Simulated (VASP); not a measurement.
# TaN in VASP: a series of runs

The runs below take TaN through single point, with PBEsol, RPBE.

All numbers are computed with VASP 6.6.1; they aren't measurements. Logs are shortened: lines on timing, memory, paths and dates and some standing lists are left out, and cuts for length are marked.

## (1) The cell of the first run

Symmetry: C222_1, No. 20, orthorhombic system. The conventional cell has a = 2.889 Å, b = 5.004 Å, c = 5.860 Å, α = 90.00°, β = 90.00°, γ = 90.00°. Within 3.0 Å of Ta (site symmetry 2) lie 6 N at 2.16 to 2.28 Å and 8 Ta at 2.89 to 2.94 Å. N (site symmetry 2) has 6 Ta at 2.16 to 2.28 Å and 6 N at 2.89 Å within 2.9 Å.

## (2) Single point, PBEsol (atoms displaced along a vibrational mode)

Input file INCAR:

```
SYSTEM = TaN
PREC = Accurate ; ENCUT = 520
EDIFF = 1E-6 ; ISMEAR = 0
SIGMA = 0.15 ; LREAL = .FALSE.
LASPH = .TRUE. ; NELM = 100
ALGO = Normal ; ISIF = 2
LWAVE = .FALSE. ; LCHARG = .FALSE.
GGA = PS ; NBANDS = 24
```

Input file KPOINTS:

```
regular mesh
0
G
  15 15 8
  0 0 0
```

Input file POSCAR:

```
TaN
1.0
    2.8891806446      0.0000000000      0.0000000000
   -1.4445903223      2.5021038344      0.0000000000
    0.0000000000      0.0000000000      5.8600190937
Ta N
2 2
Direct
   -0.0327774590      0.0000000000      0.0000000000
    0.0327774590      0.0000000000      0.5000000000
    0.3333333333      0.6666666667      0.2500000000
    0.6666666667      0.3333333333      0.7500000000
```

Potentials or basis: VASP PAW PBE potentials, release 64 (Ta_pv, N).

Run with:

```console
$ cat potpaw_PBE.64/Ta_pv/POTCAR potpaw_PBE.64/N/POTCAR > POTCAR
$ mpirun -np 1 vasp_std > vasp.out
```

OUTCAR:

```text
SYSTEM = TaN
   PREC = Accurate
   ENCUT = 520
   EDIFF = 1E-6
   ISMEAR = 0
   LREAL = .FALSE.
   LASPH = .TRUE.
   NELM = 100
   ISIF = 2
   GGA = PS

 ion  position               nearest neighbor table
   1  0.967  0.000  0.000-   4 2.16   3 2.16   3 2.22   4 2.22   3 2.28   4 2.28   2 2.94   2 2.94

   2  0.033  0.000  0.500-   3 2.16   4 2.16   4 2.22   3 2.22   4 2.28   3 2.28   1 2.94   1 2.94

   3  0.333  0.667  0.250-   2 2.16   1 2.16   1 2.22   2 2.22   1 2.28   2 2.28
   4  0.667  0.333  0.750-   1 2.16   2 2.16   2 2.22   1 2.22   2 2.28   1 2.28

  LATTYP: Found a hexagonal cell.
 ALAT       =     2.8891806446
 C/A-ratio  =     2.0282633087

  Lattice vectors:

 A1 = (   2.8891806446,   0.0000000000,   0.0000000000)
 A2 = (  -1.4445903223,   2.5021038344,   0.0000000000)
 A3 = (   0.0000000000,   0.0000000000,   5.8600190937)

Analysis of symmetry for initial positions (statically):
=====================================================================
 Subroutine PRICEL returns:
 Original cell was already a primitive cell.

 Routine SETGRP: Setting up the symmetry group for a
 hexagonal supercell.

 Subroutine GETGRP returns: Found  4 space group operations
 (whereof  2 operations were pure point group operations)
 out of a pool of 24 trial point group operations.

The static configuration has the point symmetry C_2 .
 The point group associated with its full space group is D_2 .

Analysis of symmetry for dynamics (positions and initial velocities):
=====================================================================
 Subroutine PRICEL returns:
 Original cell was already a primitive cell.

 Routine SETGRP: Setting up the symmetry group for a
 hexagonal supercell.

 Subroutine GETGRP returns: Found  4 space group operations
 (whereof  2 operations were pure point group operations)
 out of a pool of 24 trial point group operations.

The dynamic configuration has the point symmetry C_2 .
 The point group associated with its full space group is D_2 .

 Subroutine INISYM returns: Found  4 space group operations
 (whereof  2 operations are pure point group operations),
 and found     1 'primitive' translations

----------------------------------------------------------------------------------------

                                     Primitive cell

  volume of cell :      42.3623

  direct lattice vectors                    reciprocal lattice vectors
     2.889180645  0.000000000  0.000000000     0.346118891  0.199831835  0.000000000
    -1.444590322  2.502103834  0.000000000     0.000000000  0.399663670  0.000000000
[... 86 lines left out ...]
   LASPH  =      T    aspherical Exc in radial PAW
   ENCUT  =  520.0 eV  38.22 Ry    6.18 a.u.   5.37  5.37 10.90*2*pi/ulx,y,z
   NELM   =    100;   NELMIN=  2; NELMDL= -5     # of ELM steps
   EDIFF  = 0.1E-05   stopping-criterion for ELM
   LREAL  =      F    real-space projection
   EDIFFG = 0.1E-04   stopping-criterion for IOM
   NSW    =      0    number of steps for IOM
   IBRION =     -1    ionic relax: 0-MD 1-quasi-New 2-CG
   NFREE  =      0    steps in history (QN), initial steepest desc. (CG)
   ISIF   =      2    stress and relaxation
   ISYM   =      2    0-nonsym 1-usesym 2-fastsym
   POTIM  = 0.5000    time-step for ionic-motion
   TEBEG  =    0.0;   TEEND  =   0.0 temperature during run
   PSTRESS=    0.0 pullay stress
   NELECT =      32.0000    total number of electrons
   NUPDOWN=      -1.0000    fix difference up-down
   EMIN   =  10.00;   EMAX   =-10.00  energy-range for DOS
   EFERMI =   0.00;   METHOD = LEGACY
   ISMEAR =     0;   SIGMA  =   0.15  broadening in eV -4-tet -1-fermi 0-gaus
   EFERMI_NEDOS =   21; number of points for ismear=-14 and -15
   IALGO  =     38    algorithm
   IMIX   =      4    mixing-type and parameters
     AMIX     =   0.40;   BMIX     =  1.00
     AMIX_MAG =   1.60;   BMIX_MAG =  1.00
  volume/ion in A,a.u.               =      10.59        71.47
  Fermi-wavevector in a.u.,A,eV,Ry     =   1.490957  2.817500 30.245111  2.222953
  Thomas-Fermi vector in A             =   2.603673
   LORBIT       =      0    0 simple, 1 ext, 2 COOP (PROOUT), +10 PAW based schemes
   GGA     = PS    functional components
   LHFCALC =     F    Hartree Fock is set to
   AEXX    =    0.0000 exact exchange contribution
   IVDW    =     0    specifies the selected vdW correction
   LEPSILON=     F    determine dielectric tensor
   LRPA    =     F    only Hartree local field effects (RPA)
 non-spin polarized calculation
 Gauss-broadening in eV      SIGMA  =   0.15
  energy-cutoff  :      520.00
  volume of cell :       42.36
 maximum number of plane-waves:      1174
 NGX is ok and might be reduce to    24
   NGX = 11   NGY = 11   NGZ = 21

 number of electron      32.0000000 magnetization

 Free energy of the ion-electron system (eV)
  ---------------------------------------------------
  ext. energy  EPLUGINS =         0.00000000
  ---------------------------------------------------
  free energy    TOTEN  =       -46.64291997 eV

  energy without entropy =      -46.63028554  energy(sigma->0) =      -46.63660276

 E-fermi :   8.2954     XC(G=0): -13.5986

 val. band max:        8.2889994466   @ k =   0.3333   0.3333   0.1250
 cond. band min:       8.3086912958   @ k =   0.0000   0.0000   0.1250
 fundamental gap:      0.0196918492
 Fermi energy:         8.2953867294

 k-point     1 :       0.0000    0.0000    0.0000
  band No.  band energies     occupation
      1     -27.2664      2.00000
      2     -26.4387      2.00000
      3     -26.1509      2.00000
      4     -26.1472      2.00000
      5     -26.0886      2.00000
      6     -26.0811      2.00000
[... 637 lines left out ...]
     23      14.4990      0.00000
     24      15.0976      0.00000

 [... further k-points ...]
[... 5 lines left out ...]
  --------------------------------------------------------------------------------------
  -------------------------------------------------------------------------------------
  Total        0.6370200      0.4661747      0.9063145      0.0000000      0.0000000      0.0000000
  in kB       24.0926514     17.6311314     34.2776032      0.0000000      0.0000000      0.0000000
  external PRESSURE =      25.3337953 kB  Pullay stress =       0.0000000 kB

 VOLUME and BASIS-vectors are now :
 -----------------------------------------------------------------------------
  energy-cutoff  :      520.00
  volume of cell :       42.36
      direct lattice vectors                 reciprocal lattice vectors
     2.889180645  0.000000000  0.000000000     0.346118891  0.199831835  0.000000000
    -1.444590322  2.502103834  0.000000000     0.000000000  0.399663670  0.000000000
     0.000000000  0.000000000  5.860019094     0.000000000  0.000000000  0.170647908

 POSITION                                       TOTAL-FORCE (eV/Angst)
 -----------------------------------------------------------------------------------
      2.79448      0.00000      0.00000         1.378176      0.000000      0.000000
      0.09470      0.00000      2.93001        -1.378176      0.000000      0.000000
     -0.00000      1.66807      1.46500         0.000000     -0.055040      0.000000
      1.44459      0.83403      4.39501         0.000000      0.055040      0.000000
 -----------------------------------------------------------------------------------
    total drift:                                0.000000      0.000000      0.000000

  FREE ENERGIE OF THE ION-ELECTRON SYSTEM (eV)
  ---------------------------------------------------
  free  energy   TOTEN  =       -46.6429199685 eV

  energy  without entropy=      -46.6302855447  energy(sigma->0) =      -46.63660276
```

Wall time 96 s (1 thread of Intel Xeon 6975P-C (Granite Rapids), shared host); peak memory 0.39 GiB.

What came out:

| Property | Result |
| --- | --- |
| Free energy | -46.6429 eV |
| Pressure | 2.5 GPa |
| Largest force | 1.378 eV/Å |
| Band gap on the k mesh | zero (bands 16 and 17 overlap by 0.93 eV) |

Forces on the atoms (eV/Å):
```
Ta   1.378  0.000  0.000
Ta  -1.378  0.000  0.000
N    0.000 -0.055  0.000
N    0.000  0.055  0.000
```

Levels at points of the mesh, in eV from the Fermi level:
```csv
k point,band 12,band 13,band 14,band 15,band 16,band 17,band 18,band 19,band 20,band 21
"(0.00, 0.00, 0.00)",-4.43,-3.52,-2.12,-2.09,-0.29,-0.26,0.56,0.61,2.39,3.43
"(0.00, 0.00, 0.50)",-3.98,-3.96,-3.96,-0.68,-0.68,1.01,1.01,1.01,1.01,4.38
```

Caveat: the cell differs from its parent crystal (atoms displaced along a vibrational mode); the PAW data sets were made with another functional, which shifts forces and pressure a little; spin-orbit coupling is left out, which moves the levels of the heavy elements.

## (3) Single point, RPBE

Input file INCAR:

```
SYSTEM = TaN
  ALGO = Normal
  EDIFF = 1E-6
  ENCUT = 520
  GGA = RP
  ISIF = 2
  ISMEAR = 0
  LASPH = .TRUE.
  LCHARG = .FALSE.
  LREAL = .FALSE.
  LWAVE = .FALSE.
  NBANDS = 24
  NELM = 100
  PREC = Accurate
  SIGMA = 0.15
```

Input file KPOINTS:

```
k-points
0
G
  15 15 8
  0 0 0
```

Changes to POSCAR since step 2:

```diff
@@ -8,4 +8,4 @@
 Direct
-   -0.0327774590      0.0000000000      0.0000000000
-    0.0327774590      0.0000000000      0.5000000000
+   -0.0491488825      0.0000000000      0.0000000000
+    0.0491488825      0.0000000000      0.5000000000
     0.3333333333      0.6666666667      0.2500000000
```

Potentials or basis: VASP PAW PBE potentials, release 64 (Ta_pv, N).

Run with:

```console
$ cat potpaw_PBE.64/Ta_pv/POTCAR potpaw_PBE.64/N/POTCAR > POTCAR
$ mpirun -np 1 vasp_std > vasp.out
```

OUTCAR:

```text
SYSTEM = TaN
   EDIFF = 1E-6
   ENCUT = 520
   GGA = RP
   ISIF = 2
   ISMEAR = 0
   LASPH = .TRUE.
   LREAL = .FALSE.
   NELM = 100
   PREC = Accurate

 ion  position               nearest neighbor table
   1  0.951  0.000  0.000-   4 2.13   3 2.13   3 2.22   4 2.22   3 2.31   4 2.31   2 2.94   2 2.94

   2  0.049  0.000  0.500-   3 2.13   4 2.13   4 2.22   3 2.22   4 2.31   3 2.31   1 2.94   1 2.94

   3  0.333  0.667  0.250-   2 2.13   1 2.13   1 2.22   2 2.22   1 2.31   2 2.31
   4  0.667  0.333  0.750-   1 2.13   2 2.13   2 2.22   1 2.22   2 2.31   1 2.31

  LATTYP: Found a hexagonal cell.
 ALAT       =     2.8891806446
 C/A-ratio  =     2.0282633087

  Lattice vectors:

 A1 = (   2.8891806446,   0.0000000000,   0.0000000000)
 A2 = (  -1.4445903223,   2.5021038344,   0.0000000000)
 A3 = (   0.0000000000,   0.0000000000,   5.8600190937)

Analysis of symmetry for initial positions (statically):
=====================================================================
 Subroutine PRICEL returns:
 Original cell was already a primitive cell.

 Routine SETGRP: Setting up the symmetry group for a
 hexagonal supercell.

 Subroutine GETGRP returns: Found  4 space group operations
 (whereof  2 operations were pure point group operations)
 out of a pool of 24 trial point group operations.

The static configuration has the point symmetry C_2 .
 The point group associated with its full space group is D_2 .

Analysis of symmetry for dynamics (positions and initial velocities):
=====================================================================
 Subroutine PRICEL returns:
 Original cell was already a primitive cell.

 Routine SETGRP: Setting up the symmetry group for a
 hexagonal supercell.

 Subroutine GETGRP returns: Found  4 space group operations
 (whereof  2 operations were pure point group operations)
 out of a pool of 24 trial point group operations.

[... 118 lines left out ...]
   EMIN   =  10.00;   EMAX   =-10.00  energy-range for DOS
   EFERMI =   0.00;   METHOD = LEGACY
   ISMEAR =     0;   SIGMA  =   0.15  broadening in eV -4-tet -1-fermi 0-gaus
   EFERMI_NEDOS =   21; number of points for ismear=-14 and -15
   IALGO  =     38    algorithm
   IMIX   =      4    mixing-type and parameters
     AMIX     =   0.40;   BMIX     =  1.00
     AMIX_MAG =   1.60;   BMIX_MAG =  1.00
  volume/ion in A,a.u.               =      10.59        71.47
  Fermi-wavevector in a.u.,A,eV,Ry     =   1.490957  2.817500 30.245111  2.222953
  Thomas-Fermi vector in A             =   2.603673
   LORBIT       =      0    0 simple, 1 ext, 2 COOP (PROOUT), +10 PAW based schemes
   GGA     = RP    functional components
   LHFCALC =     F    Hartree Fock is set to
   AEXX    =    0.0000 exact exchange contribution
   IVDW    =     0    specifies the selected vdW correction
   LEPSILON=     F    determine dielectric tensor
   LRPA    =     F    only Hartree local field effects (RPA)
 non-spin polarized calculation
 Gauss-broadening in eV      SIGMA  =   0.15
  energy-cutoff  :      520.00
  volume of cell :       42.36
 maximum number of plane-waves:      1174
 NGX is ok and might be reduce to    24
   NGX = 11   NGY = 11   NGZ = 21

 number of electron      32.0000000 magnetization

 Free energy of the ion-electron system (eV)
  ---------------------------------------------------
  ext. energy  EPLUGINS =         0.00000000
  ---------------------------------------------------
  free energy    TOTEN  =       -41.57011018 eV

  energy without entropy =      -41.55630098  energy(sigma->0) =      -41.56320558

 E-fermi :   8.5905     XC(G=0): -13.3711

 val. band max:        8.5896217638   @ k =   0.1333   0.0000   0.0000
 cond. band min:       8.5929367510   @ k =   0.0000   0.0000   0.1250
 fundamental gap:      0.0033149872
 Fermi energy:         8.5905386693

 k-point     1 :       0.0000    0.0000    0.0000
  band No.  band energies     occupation
      1     -27.0719      2.00000
      2     -26.2700      2.00000
      3     -25.9761      2.00000
      4     -25.9687      2.00000
      5     -25.9223      2.00000
      6     -25.9065      2.00000
[... 637 lines left out ...]
     23      14.7996      0.00000
     24      15.4175      0.00000

 [... further k-points ...]
[... 5 lines left out ...]
  --------------------------------------------------------------------------------------
  -------------------------------------------------------------------------------------
  Total        4.7611872      4.3366802      5.8681060      0.0000000      0.0000000      0.0000000
  in kB      180.0722486    164.0170234    221.9368799      0.0000000      0.0000000      0.0000000
  external PRESSURE =     188.6753840 kB  Pullay stress =       0.0000000 kB

 VOLUME and BASIS-vectors are now :
 -----------------------------------------------------------------------------
  energy-cutoff  :      520.00
  volume of cell :       42.36
      direct lattice vectors                 reciprocal lattice vectors
     2.889180645  0.000000000  0.000000000     0.346118891  0.199831835  0.000000000
    -1.444590322  2.502103834  0.000000000     0.000000000  0.399663670  0.000000000
     0.000000000  0.000000000  5.860019094     0.000000000  0.000000000  0.170647908

 POSITION                                       TOTAL-FORCE (eV/Angst)
 -----------------------------------------------------------------------------------
      2.74718      0.00000      0.00000         2.031425      0.000000      0.000000
      0.14200      0.00000      2.93001        -2.031425      0.000000      0.000000
     -0.00000      1.66807      1.46500        -0.000000     -0.131256      0.000000
      1.44459      0.83403      4.39501         0.000000      0.131256      0.000000
 -----------------------------------------------------------------------------------
    total drift:                               -0.000000     -0.000000      0.000000

  FREE ENERGIE OF THE ION-ELECTRON SYSTEM (eV)
  ---------------------------------------------------
  free  energy   TOTEN  =       -41.5701101829 eV

  energy  without entropy=      -41.5563009798  energy(sigma->0) =      -41.56320558
```

Run time: 95 s. Hardware: 1 thread of Intel Xeon 6975P-C (Granite Rapids), shared host; peak memory 0.39 GiB.

What came out:

```
Free energy            : -41.5701 eV
Pressure               : 18.9 GPa
Largest force          : 2.031 eV/Å
Band gap on the k mesh : zero (bands 16 and 17 overlap by 0.81 eV)
```

Forces in eV/Å, atoms in the order of the input:
```
Ta   2.031  0.000  0.000
Ta  -2.031  0.000  0.000
N    0.000 -0.131  0.000
N    0.000  0.131  0.000
```

Caveat: the cell stands under pressure; the PAW data sets were made with another functional, which shifts forces and pressure a little; spin-orbit coupling is left out, which moves the levels of the heavy elements.

[end of part 1 of 2]
